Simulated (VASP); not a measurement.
Crystal: Sn.

```
CELL_PARAMETERS angstrom
2.20696 1.27419 1.65395
-2.20696 1.27419 1.65395
0.00000 -2.54838 1.65395
ATOMIC_POSITIONS crystal
Sn 0.50000 0.50000 0.50000
```

| Property | Result |
| --- | --- |
| Program | VASP 6.6.1 |
| Task | relaxation of cell and atoms |
| Functional | PBEsol |
| Potentials or basis | VASP PAW PBE potentials, release 64 (Sn_d) |
| Cutoff | 600 eV |
| k mesh | 18 × 18 × 18 |
| Occupations | gaussian, width 0.1 eV |
| Spin | no spin polarisation |

At the start: pressure -0.2 GPa; volume 27.91 Å³/atom.

Task: How do energy, volume and symmetry change on relaxing?

Result: Over 10 steps the energy falls by 4.9 meV/atom and the volume is 27.87 Å³/atom (-0.1 %); space group R-3m (No. 166, to 0.1 Å) before, Pm-3m (No. 221, to 0.1 Å).

The path:
```csv
step,energy change (eV),largest force (eV/Å),pressure (GPa),volume (Å³)
1,0.0000,0.0000,-0.18,27.91
2,-0.0010,0.0000,0.09,27.78
3,-0.0019,0.0000,0.43,27.62
4,-0.0019,0.0000,1.20,27.29
5,-0.0022,0.0000,0.74,27.46
6,-0.0027,0.0000,0.81,27.50
7,-0.0040,0.0000,0.46,27.64
8,-0.0049,0.0000,-0.12,27.91
9,-0.0049,0.0000,-0.11,27.90
10,-0.0049,0.0000,-0.03,27.87
```

Final structure:
```xyz
1
Lattice="2.1470 1.2396 1.7453 -2.1470 1.2396 1.7453 0.0000 -2.4792 1.7453" Properties=species:S:1:pos:R:3 pbc="T T T"
Sn    0.0000    0.0000    2.6180
```

Caveat: the PAW data sets were made with another functional, which shifts forces and pressure a little.
